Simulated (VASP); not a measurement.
# Zr2BiN2 (P-6m2) in VASP: notebook

Runs on Zr2BiN2. Level: PBE. Tasks: single point.

All numbers are computed with VASP 6.6.1; they aren't measurements. Logs are shortened: lines on timing, memory, paths and dates and some standing lists are left out, and cuts for length are marked.

## 1. The cell of the first run

Symmetry: P-6m2, No. 187, hexagonal system. Conventional cell: a = 4.506 Å, b = 4.506 Å, c = 5.887 Å, α = 90.00°, β = 90.00°, γ = 120.00°. Zr (site symmetry -6m2) has 3 Zr at 2.60 Å and 6 N at 2.68 Å within 3.4 Å. Within 3.4 Å of Zr (site symmetry -6m2) lie 3 Zr at 2.60 Å and 6 N at 2.68 Å and 2 Bi at 2.94 Å. Within 4.0 Å of Bi (site symmetry -6m2) lie 8 Zr at 2.94 to 3.93 Å and 6 N at 3.47 Å. Within 1.7 Å of N (site symmetry 3m) lie 1 N at 1.30 Å.

The cell was built from a structure type or drawn by symmetry, and may not be a known phase.

## 2. Single point, PBE

Contents of INCAR:

```
SYSTEM = Zr2BiN2
  ALGO = Normal
  EDIFF = 1E-6
  ENCUT = 910
  GGA = PE
  GGA_COMPAT = .FALSE.
  ISIF = 2
  ISMEAR = 0
  LASPH = .TRUE.
  LCHARG = .TRUE.
  LELF = .TRUE.
  LREAL = .FALSE.
  LVHAR = .TRUE.
  LWAVE = .FALSE.
  NBANDS = 32
  NELM = 120
  PREC = Accurate
  SIGMA = 0.1
```

Contents of KPOINTS:

```
k-points
0
G
  6 6 4
  0 0 0
```

Contents of POSCAR:

```
Zr2BiN2
1.0
    4.5062542500      0.0000000000      0.0000000000
   -2.2531271250      3.9025306564      0.0000000000
    0.0000000000      0.0000000000      5.8869010182
Zr Bi N
2 1 2
Direct
    0.6666666667      0.3333333333      0.0000000000
    0.0000000000      0.0000000000      0.0000000000
    0.0000000000      0.0000000000      0.5000000000
    0.3333333333      0.6666666667      0.1106039389
    0.3333333333      0.6666666667      0.8893960611
```

Potentials or basis: VASP PAW PBE potentials, release 64 (Zr_sv, Bi_d, N_h).

Command:

```bash
> cat potpaw_PBE.64/Zr_sv/POTCAR potpaw_PBE.64/Bi_d/POTCAR potpaw_PBE.64/N_h/POTCAR > POTCAR
> mpirun -np 1 vasp_std > vasp.out
```

OUTCAR:

```text
SYSTEM = Zr2BiN2
   EDIFF = 1E-6
   ENCUT = 910
   GGA = PE
   ISIF = 2
   ISMEAR = 0
   LASPH = .TRUE.
   LREAL = .FALSE.
   NELM = 120
   PREC = Accurate

 ion  position               nearest neighbor table
   1  0.667  0.333  0.000-   2 2.60   2 2.60   2 2.60   5 2.68   4 2.68   5 2.68   4 2.68   5 2.68
                             4 2.68
   2  0.000  0.000  0.000-   1 2.60   1 2.60   1 2.60   5 2.68   4 2.68   4 2.68   5 2.68   4 2.68
                             5 2.68   3 2.94   3 2.94
   3  0.000  0.000  0.500-   2 2.94   2 2.94
   4  0.333  0.667  0.111-   5 1.30   1 2.68   2 2.68   1 2.68   2 2.68   2 2.68   1 2.68
   5  0.333  0.667  0.889-   4 1.30   1 2.68   2 2.68   1 2.68   2 2.68   2 2.68   1 2.68

  LATTYP: Found a hexagonal cell.
 ALAT       =     4.5062542500
 C/A-ratio  =     1.3063845694

  Lattice vectors:

 A1 = (   4.5062542500,   0.0000000000,   0.0000000000)
 A2 = (  -2.2531271250,   3.9025306564,   0.0000000000)
 A3 = (   0.0000000000,   0.0000000000,   5.8869010182)

Analysis of symmetry for initial positions (statically):
=====================================================================
 Subroutine PRICEL returns:
 Original cell was already a primitive cell.

 Routine SETGRP: Setting up the symmetry group for a
 hexagonal supercell.

 Subroutine GETGRP returns: Found 12 space group operations
 (whereof 12 operations were pure point group operations)
 out of a pool of 24 trial point group operations.

The static configuration has the point symmetry D_3h.

Analysis of symmetry for dynamics (positions and initial velocities):
=====================================================================
 Subroutine PRICEL returns:
 Original cell was already a primitive cell.

 Routine SETGRP: Setting up the symmetry group for a
 hexagonal supercell.

 Subroutine GETGRP returns: Found 12 space group operations
 (whereof 12 operations were pure point group operations)
 out of a pool of 24 trial point group operations.

The dynamic configuration has the point symmetry D_3h.

 Subroutine INISYM returns: Found 12 space group operations
 (whereof 12 operations are pure point group operations),
 and found     1 'primitive' translations

----------------------------------------------------------------------------------------

                                     Primitive cell

  volume of cell :     103.5258

  direct lattice vectors                    reciprocal lattice vectors
     4.506254250  0.000000000  0.000000000     0.221913799  0.128121992  0.000000000
    -2.253127125  3.902530656  0.000000000     0.000000000  0.256243983  0.000000000
     0.000000000  0.000000000  5.886901018     0.000000000  0.000000000  0.169868662

  length of vectors
     4.506254250  4.506254250  5.886901018     0.256243983  0.256243983  0.169868662

  position of ions in fractional coordinates (direct lattice)
     0.666666667  0.333333333  0.000000000
     0.000000000  0.000000000  0.000000000
     0.000000000  0.000000000  0.500000000
     0.333333333  0.666666667  0.110603939
     0.333333333  0.666666667  0.889396061

  ion indices of the primitive-cell ions
   primitive index   ion index
                 1           1
                 2           2
                 3           3
                 4           4
                 5           5

----------------------------------------------------------------------------------------

 KPOINTS: k-points

Automatic generation of k-mesh.
 Grid dimensions read from file:
 generate k-points for:    6    6    4

 Generating k-lattice:

  Cartesian coordinates                     Fractional coordinates (reciprocal lattice)
     0.036985633  0.021353665  0.000000000     0.166666667  0.000000000  0.000000000
     0.000000000  0.042707331  0.000000000     0.000000000  0.166666667  0.000000000
     0.000000000  0.000000000  0.042467166     0.000000000  0.000000000  0.250000000

  Length of vectors
     0.042707331  0.042707331  0.042467166

  Shift w.r.t. Gamma in fractional coordinates (k-lattice)
     0.000000000  0.000000000  0.000000000

 Subroutine IBZKPT returns following result:
 ===========================================

 Found     21 irreducible k-points:

 Following reciprocal coordinates:
            Coordinates               Weight
  0.000000  0.000000  0.000000      1.000000
  0.166667  0.000000  0.000000      6.000000
  0.333333  0.000000  0.000000      6.000000
  0.500000  0.000000  0.000000      3.000000
  0.166667  0.166667  0.000000      6.000000
  0.333333  0.166667  0.000000     12.000000
[... 13 lines left out ...]
  0.333333  0.166667  0.500000     12.000000
  0.333333  0.333333  0.500000      2.000000
   k-points           NKPTS =     21   k-points in BZ     NKDIM =     21   number of bands    NBANDS=     32
   number of dos      NEDOS =    301   number of ions     NIONS =      5
   total plane-waves  NPLWV = 138240
   dimension x,y,z NGX =    48 NGY =   48 NGZ =   60
   dimension x,y,z NGXF=    96 NGYF=   96 NGZF=  120
   ions per type =               2   1   2
   NGX,Y,Z   is equivalent  to a cutoff of  17.71, 17.71, 16.94 a.u.
   NGXF,Y,Z  is equivalent  to a cutoff of  35.42, 35.42, 33.89 a.u.
 SYSTEM =  Zr2BiN2
   PREC   = accura    normal or accurate (medium, high low for compatibility)
   ISTART =      0    job   : 0-new  1-cont  2-samecut
   ICHARG =      2    charge: 1-file 2-atom 10-const
   ISPIN  =      1    spin polarized calculation?
   LNONCOLLINEAR =      F non collinear calculations
   LSORBIT =      F    spin-orbit coupling
   LASPH  =      T    aspherical Exc in radial PAW
   ENCUT  =  910.0 eV  66.88 Ry    8.18 a.u.  11.08 11.08 14.48*2*pi/ulx,y,z
   NELM   =    120;   NELMIN=  2; NELMDL= -5     # of ELM steps
   EDIFF  = 0.1E-05   stopping-criterion for ELM
   LREAL  =      F    real-space projection
   EDIFFG = 0.1E-04   stopping-criterion for IOM
   NSW    =      0    number of steps for IOM
   IBRION =     -1    ionic relax: 0-MD 1-quasi-New 2-CG
   NFREE  =      0    steps in history (QN), initial steepest desc. (CG)
   ISIF   =      2    stress and relaxation
   ISYM   =      2    0-nonsym 1-usesym 2-fastsym
   POTIM  = 0.5000    time-step for ionic-motion
   TEBEG  =    0.0;   TEEND  =   0.0 temperature during run
   PSTRESS=    0.0 pullay stress
   NELECT =      49.0000    total number of electrons
   NUPDOWN=      -1.0000    fix difference up-down
   EMIN   =  10.00;   EMAX   =-10.00  energy-range for DOS
   EFERMI =   0.00;   METHOD = LEGACY
   ISMEAR =     0;   SIGMA  =   0.10  broadening in eV -4-tet -1-fermi 0-gaus
   EFERMI_NEDOS =   21; number of points for ismear=-14 and -15
   IALGO  =     38    algorithm
   IMIX   =      4    mixing-type and parameters
     AMIX     =   0.40;   BMIX     =  1.00
     AMIX_MAG =   1.60;   BMIX_MAG =  1.00
  volume/ion in A,a.u.               =      20.71       139.73
  Fermi-wavevector in a.u.,A,eV,Ry     =   1.275824  2.410957 22.146552  1.627726
  Thomas-Fermi vector in A             =   2.408514
   LORBIT       =      0    0 simple, 1 ext, 2 COOP (PROOUT), +10 PAW based schemes
   GGA     = PE    functional components
   LHFCALC =     F    Hartree Fock is set to
   AEXX    =    0.0000 exact exchange contribution
   IVDW    =     0    specifies the selected vdW correction
   LEPSILON=     F    determine dielectric tensor
   LRPA    =     F    only Hartree local field effects (RPA)
 non-spin polarized calculation
 Gauss-broadening in eV      SIGMA  =   0.10
  energy-cutoff  :      910.00
  volume of cell :      103.53
 maximum number of plane-waves:      6480
 NGX is ok and might be reduce to    48
   NGX = 23   NGY = 23   NGZ = 29

 number of electron      49.0000000 magnetization

 Free energy of the ion-electron system (eV)
  ---------------------------------------------------
  ext. energy  EPLUGINS =         0.00000000
  ---------------------------------------------------
  free energy    TOTEN  =       -33.09031197 eV

  energy without entropy =      -33.07453781  energy(sigma->0) =      -33.08242489

 E-fermi :   6.9459     XC(G=0): -10.1190

 val. band max:        6.8502286243   @ k =   0.5000   0.0000   0.2500
 cond. band min:       6.9522546345   @ k =   0.3333   0.0000   0.2500
 fundamental gap:      0.1020260103
 Fermi energy:         6.9458681929

 k-point     1 :       0.0000    0.0000    0.0000
  band No.  band energies     occupation
      1     -42.3599      2.00000
      2     -41.5846      2.00000
      3     -21.1026      2.00000
      4     -21.1026      2.00000
      5     -20.4496      2.00000
      6     -19.7431      2.00000
[... 24 lines left out ...]
     31       9.5645      0.00000
     32      10.8697      0.00000

 k-point     2 :       0.1667    0.0000    0.0000
  band No.  band energies     occupation
      1     -42.3288      2.00000
      2     -41.6197      2.00000
      3     -21.1508      2.00000
      4     -21.0292      2.00000
      5     -20.4237      2.00000
      6     -19.7703      2.00000
[... 24 lines left out ...]
     31       9.9022      0.00000
     32      10.6926      0.00000

 k-point     3 :       0.3333    0.0000    0.0000
  band No.  band energies     occupation
      1     -42.2552      2.00000
      2     -41.7014      2.00000
      3     -21.2387      2.00000
      4     -20.8780      2.00000
      5     -20.3641      2.00000
      6     -19.8326      2.00000
[... 24 lines left out ...]
     31       9.8875      0.00000
     32       9.9663      0.00000

 k-point     4 :       0.5000    0.0000    0.0000
  band No.  band energies     occupation
      1     -42.2087      2.00000
      2     -41.7518      2.00000
      3     -21.2794      2.00000
      4     -20.8004      2.00000
      5     -20.3284      2.00000
      6     -19.8696      2.00000
[... 549 lines left out ...]
     31       9.8257      0.00000
     32      10.4637      0.00000

 k-point    20 :       0.3333    0.1667    0.5000
  band No.  band energies     occupation
      1     -42.2088      2.00000
      2     -41.7515      2.00000
      3     -21.3574      2.00000
      4     -20.6489      2.00000
      5     -20.3304      2.00000
      6     -19.9035      2.00000
[... 24 lines left out ...]
     31      10.1502      0.00000
     32      11.3537      0.00000

 k-point    21 :       0.3333    0.3333    0.5000
  band No.  band energies     occupation
      1     -42.1813      2.00000
      2     -41.7810      2.00000
      3     -21.4354      2.00000
      4     -20.3719      2.00000
      5     -20.3085      2.00000
      6     -20.0640      2.00000
[... 24 lines left out ...]
     31      10.3338      0.00000
     32      11.5861      0.00000

------------------------ aborting loop because EDIFF is reached ----------------------------------------

  FORCE on cell =-STRESS in cart. coord.  units (eV):
  Direction    XX          YY          ZZ          XY          YZ          ZX
  --------------------------------------------------------------------------------------
  -------------------------------------------------------------------------------------
  Total        0.0524954      0.0524954     -0.0489958      0.0000000     -0.0000000      0.0000000
  in kB        0.8124252      0.8124252     -0.7582643      0.0000000     -0.0000000      0.0000000
  external PRESSURE =       0.2888621 kB  Pullay stress =       0.0000000 kB

 VOLUME and BASIS-vectors are now :
 -----------------------------------------------------------------------------
  energy-cutoff  :      910.00
  volume of cell :      103.53
      direct lattice vectors                 reciprocal lattice vectors
     4.506254250  0.000000000  0.000000000     0.221913799  0.128121992  0.000000000
    -2.253127125  3.902530656  0.000000000     0.000000000  0.256243983  0.000000000
     0.000000000  0.000000000  5.886901018     0.000000000  0.000000000  0.169868662

 POSITION                                       TOTAL-FORCE (eV/Angst)
 -----------------------------------------------------------------------------------
      2.25313      1.30084      0.00000         0.000000     -0.000000      0.000000
      0.00000      0.00000      0.00000        -0.000000     -0.000000      0.000000
      0.00000      0.00000      2.94345        -0.000000     -0.000000      0.000000
     -0.00000      2.60169      0.65111        -0.000000      0.000000      0.017002
     -0.00000      2.60169      5.23579         0.000000      0.000000     -0.017002
 -----------------------------------------------------------------------------------
    total drift:                                0.000000     -0.000000      0.000000

  FREE ENERGIE OF THE ION-ELECTRON SYSTEM (eV)
  ---------------------------------------------------
  free  energy   TOTEN  =       -33.0903119722 eV

  energy  without entropy=      -33.0745378082  energy(sigma->0) =      -33.08242489
```

Wall time 3.3 min (1 thread of AMD EPYC 7R13 (Zen 3), shared host); peak memory 0.4 GiB.

What came out:

```
Free energy            : -33.0903 eV
Pressure               : 0.0 GPa
Largest force          : 0.017 eV/Å
Band gap on the k mesh : zero (an odd number of electrons rules out a gap without spin polarisation)
```

Forces in eV/Å, atoms in the order of the input:
```
Zr   0.000  0.000  0.000
Zr   0.000  0.000  0.000
Bi   0.000  0.000  0.000
N    0.000  0.000  0.017
N    0.000  0.000 -0.017
```

Caveat: the cutoff is under 1.25 times the usual one of these potentials, so pressure, stress and relaxed cells hold a basis-set (Pulay) error; spin-orbit coupling is left out, which moves the levels of the heavy elements.

## 3. Single point, PBE

Contents of INCAR:

```
ALGO     = Normal         # electronic algorithm
EDIFF    = 1E-6           # SCF threshold, eV
ENCUT    = 910            # plane-wave cutoff, eV
GGA      = PE             # functional
GGA_COMPAT= F            
ISIF     = 2              # what is computed and relaxed
ISMEAR   = 0              # smearing method
LASPH    = T              # aspherical terms in the spheres
LCHARG   = T              # write CHGCAR
LELF     = T              # ELF
LREAL    = F              # projectors in reciprocal space
LVHAR    = T            
LWAVE    = F              # write WAVECAR
NBANDS   = 32             # bands
NELM     = 120            # most SCF steps
PREC     = Accurate       # precision mode
SIGMA    = 0.1            # smearing width, eV
```

Contents of KPOINTS:

```
k-points
0
Gamma
  6 6 2
```

Contents of POSCAR:

```
Zr2BiN2
1.0
    4.5121163772      0.0000000000      0.0000000000
   -2.2560581886      3.9076074075      0.0000000000
    0.0000000000      0.0000000000      5.8743100888
Zr Bi N
2 1 2
Direct
    0.6666666667      0.3333333333      0.0000000000
    0.0000000000      0.0000000000      0.0000000000
    0.0000000000      0.0000000000      0.5000000000
    0.3333333333      0.6666666667      0.1109049763
    0.3333333333      0.6666666667      0.8890950237
```

Potentials or basis: VASP PAW PBE potentials, release 64 (Zr_sv, Bi_d, N_h).

Command:

```bash
> cat potpaw_PBE.64/Zr_sv/POTCAR potpaw_PBE.64/Bi_d/POTCAR potpaw_PBE.64/N_h/POTCAR > POTCAR
> mpirun -np 1 vasp_std > vasp.out
```

It took 2.5 min on 1 thread of Intel Xeon Platinum 8259CL at 2.50GHz (Skylake/Cascade Lake), shared host; peak memory 0.41 GiB.

Results (log left out):

* Free energy: -33.0609 eV
* Pressure: 0.2 GPa
* Largest force: 0.010 eV/Å
* Band gap on the k mesh: zero (an odd number of electrons rules out a gap without spin polarisation)

Forces in eV/Å, atoms in the order of the input:
```
Zr   0.000  0.000  0.000
Zr   0.000  0.000  0.000
Bi   0.000  0.000  0.000
N    0.000  0.000  0.010
N    0.000  0.000 -0.010
```

Stress tensor (GPa, compression positive):
```
0.28 0.00 0.00
0.00 0.28 0.00
0.00 0.00 0.02
```

Levels at points of the mesh, in eV from the Fermi level:
| k point | band 23 | band 24 | band 25 | band 26 | band 27 | band 28 |
| --- | --- | --- | --- | --- | --- | --- |
| (0.00, 0.00, 0.00) | -0.68 | -0.68 | -0.44 | 0.49 | 0.49 | 1.23 |
| (0.50, 0.00, 0.00) | -1.35 | -0.50 | -0.15 | 0.59 | 1.25 | 1.52 |
| (0.00, 0.00, 0.50) | -0.86 | -0.86 | -0.40 | 1.22 | 1.22 | 2.28 |
| (0.50, 0.00, 0.50) | -1.54 | -0.37 | -0.13 | 0.96 | 1.08 | 1.29 |

Caveat: the k points lie up to 0.53 Å⁻¹ apart, too coarse for converged energies and pressures of a metal; the cutoff is under 1.25 times the usual one of these potentials, so pressure, stress and relaxed cells hold a basis-set (Pulay) error; spin-orbit coupling is left out, which moves the levels of the heavy elements.
